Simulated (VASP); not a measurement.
**RbBr: single point with PBE**

The system is RbBr.

```
Rb Br
1.0
     0.00000    3.55531    3.46083
     3.55531    0.00000    3.46083
     3.55531    3.55531    0.00000
Rb Br
1 1
Direct
  0.00000 0.00000 0.00000
  0.50000 0.50000 0.50000
```

This cell differs from its parent crystal: biaxial xy strain +2.7%.

```
Program             : VASP 6.6.1
Task                : single point
Functional          : PBE
Potentials or basis : VASP PAW PBE potentials, release 64 (Rb_sv, Br)
Cutoff              : 520 eV
k mesh              : 6 × 6 × 6
Occupations         : fermi-dirac, width 0.02 eV
Spin                : no spin polarisation
```

```json
{"Pressure": "-0.1 GPa", "Band gap on the k mesh": "4.14 eV, direct"}
```

Stress tensor (GPa, compression positive):
```
-0.31  0.00  0.00
 0.00 -0.31  0.00
 0.00  0.00  0.31
```

Levels at points of the mesh, in eV from the valence-band top:
| k point | band 4 | band 5 | band 6 | band 7 | band 8 | band 9 | band 10 | band 11 | band 12 | band 13 |
| --- | --- | --- | --- | --- | --- | --- | --- | --- | --- | --- |
| (0.00, 0.00, 0.00) | -8.68 | -8.68 | -0.02 | -0.02 | 0.00 | 4.14 | 7.18 | 7.18 | 7.33 | 8.00 |
| (0.50, 0.00, 0.00) | -8.69 | -8.65 | -0.87 | -0.31 | -0.30 | 6.58 | 7.40 | 9.20 | 9.24 | 9.78 |
| (0.50, 0.50, 0.00) | -8.74 | -8.74 | -0.43 | -0.18 | -0.18 | 5.65 | 6.83 | 8.84 | 9.06 | 9.11 |
| (0.50, 0.00, 0.50) | -8.73 | -8.72 | -0.47 | -0.16 | -0.15 | 5.68 | 6.79 | 8.72 | 9.01 | 9.09 |

It took 26 s on 1 thread of AMD EPYC 9R45 96-Core Processor (Zen 5), on a shared host, peak memory 0.22 GiB.

Caveat: the cell differs from its parent crystal (biaxial xy strain +2.7%).
